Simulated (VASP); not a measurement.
Write the native input for VASP 6.6.1 that does the following.

- Task: single point
- Functional: PBEsol
- Potentials or basis: VASP PAW PBE potentials, release 64 (Zn, O)
- Cutoff: 520 eV
- k mesh: 9 × 9 × 4
- Occupations: gaussian, width 0.05 eV
- Spin: no spin polarisation
- Dipole correction: no
- Further INCAR settings: ALGO = Normal; EDIFF = 1e-06; NBANDS = 26

The structure of ZnO lies in POSCAR:

```
ZnO
1.0
    3.3866061734      0.0000000000      0.0000000000
   -1.6933030867      2.9328869788      0.0000000000
    0.0000000000      0.0000000000      7.2373979702
Zn O
2 2
Direct
    0.0000000000      0.0000000000      0.7500000000
    0.0000000000      0.0000000000      0.2500000000
    0.3333333333      0.6666666667      0.2500000000
    0.6666666667      0.3333333333      0.7500000000
```

This cell differs from its parent crystal: strain +0.030 along x and y, +0.015 along z.

These files were run (other wordings do the same):

INCAR

```
ALGO = Normal ; EDIFF = 1E-6
ENCUT = 520 ; GGA = PS
ISIF = 2 ; ISMEAR = 0
LASPH = T ; LCHARG = F
LREAL = F ; LWAVE = F
NBANDS = 26 ; NELM = 60
PREC = Accurate ; SIGMA = 0.05
```

KPOINTS

```
k-points
0
Gamma
  9 9 4
```

Potentials or basis: VASP PAW PBE potentials, release 64 (Zn, O).

The run is started by

```sh
$ cat potpaw_PBE.64/Zn/POTCAR potpaw_PBE.64/O/POTCAR > POTCAR
$ mpirun -np 1 vasp_std > vasp.out
```

It gave:

```yaml
Pressure: -10.0 GPa
Band_gap_on_the_k_mesh: 0.72 eV
```

Caveat: the cell differs from its parent crystal (strain +0.030 along x and y, +0.015 along z); the cell stands under tension; the PAW data sets were made with another functional, which shifts forces and pressure a little; an odd mesh through Γ misses points on the zone boundary, where band edges can lie.

Run time: 93 s on 1 thread of Intel Xeon 8259CL, with other jobs on the host, peak memory 0.22 GiB.
